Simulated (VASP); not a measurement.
Set up this calculation in VASP 6.6.1, as the native input.

```
Task                   : single point
Functional             : PBEsol
Dispersion             : D3(BJ)
Potentials or basis    : VASP PAW PBE potentials, release 64 (Ge_d, N, C)
Cutoff                 : 520 eV
k mesh                 : 9 × 9 × 9
Occupations            : fermi-dirac, width 0.05 eV
Spin                   : no spin polarisation
Dipole correction      : no
Further INCAR settings : ALGO = Normal; EDIFF = 1e-06; NBANDS = 22
```

The structure of GeCN2 lies in POSCAR:

```
GeCN2
1.0
    1.7877798000      1.0321751488      4.9314818024
   -1.7877798000      1.0321751488      4.9314818024
    0.0000000000     -2.0643502976      4.9314818024
Ge N C
1 2 1
Direct
    0.0000000000      0.0000000000      0.0000000000
    0.5835029867      0.5835029867      0.5835029867
    0.4164970133      0.4164970133      0.4164970133
    0.5000000000      0.5000000000      0.5000000000
```

One way to write it, as run:

INCAR

```
ALGO     = Normal         # electronic algorithm
EDIFF    = 1E-6           # SCF threshold, eV
ENCUT    = 520            # plane-wave cutoff, eV
GGA      = PS             # functional
ISIF     = 2              # what is computed and relaxed
ISMEAR   = -1             # smearing method
IVDW     = 12             # dispersion correction
LASPH    = True           # aspherical terms in the spheres
LCHARG   = True           # write CHGCAR
LELF     = True           # ELF
LREAL    = False          # projectors in reciprocal space
LVHAR    = True         
LWAVE    = False          # write WAVECAR
NBANDS   = 22             # bands
NELM     = 80             # most SCF steps
PREC     = Accurate       # precision mode
SIGMA    = 0.05           # smearing width, eV
```

KPOINTS

```
k-points
0
Gamma
  9 9 9
```

Potentials or basis: VASP PAW PBE potentials, release 64 (Ge_d, N, C).

The run is started by

```console
$ cat potpaw_PBE.64/Ge_d/POTCAR potpaw_PBE.64/N/POTCAR potpaw_PBE.64/C/POTCAR > POTCAR
$ mpirun -np 1 vasp_std > vasp.out
```

Results of the run:

The pressure is 0.4 GPa, the largest force is 0.093 eV/Å and the band gap on the k mesh is 1.04 eV, indirect (least direct gap 1.83 eV). The dispersion energy per atom is -0.133 eV.

Caveat: three body term missing; the PAW data sets were made with another functional, which shifts forces and pressure a little.

Wall time 62 s on 1 thread of Intel(R) Xeon(R) 6975P-C (Granite Rapids), with other jobs on the host, peak memory 0.3 GiB.
